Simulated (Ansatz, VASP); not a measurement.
HfCl6: VASP beside Ansatz

```
Hf Cl
1.0
    11.01437    0.00000   -0.53643
     0.00000    8.07444    0.00000
    -1.01000    0.00000    6.47944
Hf Cl
2 12
Direct
  0.00000 0.85496 0.75000
  0.00000 0.14504 0.25000
  0.50000 0.27880 0.25000
  0.50000 0.52660 0.25000
  0.50000 0.72120 0.75000
  0.50000 0.47340 0.75000
  0.85458 0.66948 0.57573
  0.14542 0.66948 0.92427
  0.87672 0.89916 0.02887
  0.12328 0.89916 0.47113
  0.14542 0.33052 0.42427
  0.85458 0.33052 0.07573
  0.12328 0.10084 0.97113
  0.87672 0.10084 0.52887
```

Alike in both runs: functional PBE; k mesh 2 × 4 × 4; occupations gaussian, width 0.02 eV; no spin polarisation.

Ansatz relaxed the structure, and its values are those at the end. VASP's run is a single point on that final structure, the one shown.

|  | VASP | Ansatz |
| --- | --- | --- |
| version | VASP 6.6.1 | Ansatz 0.2.0 |
| potentials or method | VASP PAW PBE potentials, release 64 (Hf_pv, Cl), cutoff 520 eV | scalar-relativistic, plane waves, PAW |
| valence electrons in the cell | 104 | 136 |

Ansatz gave:

| Item | Value |
| --- | --- |
| gap on the k mesh at the Fermi level (eV) | 2.65 |
| least direct gap on the mesh (eV) | 2.65 |
| pressure (GPa) | 0.0 |
| rms of the force components (eV/Å) | 0.001 |

Task: What did VASP give for the same quantities?

Result: gap on the k mesh at the Fermi level (eV): 2.69; least direct gap on the mesh (eV): 2.70; pressure (GPa): -0.3; rms of the force components (eV/Å): 0.073.

With one functional, cell and mesh, what is left measures potentials, basis and numerics. VASP's potentials hold 104 valence electrons a cell and Ansatz's 136, so a difference there can come from the potentials and not from the codes.

Neither program's run includes spin-orbit coupling.
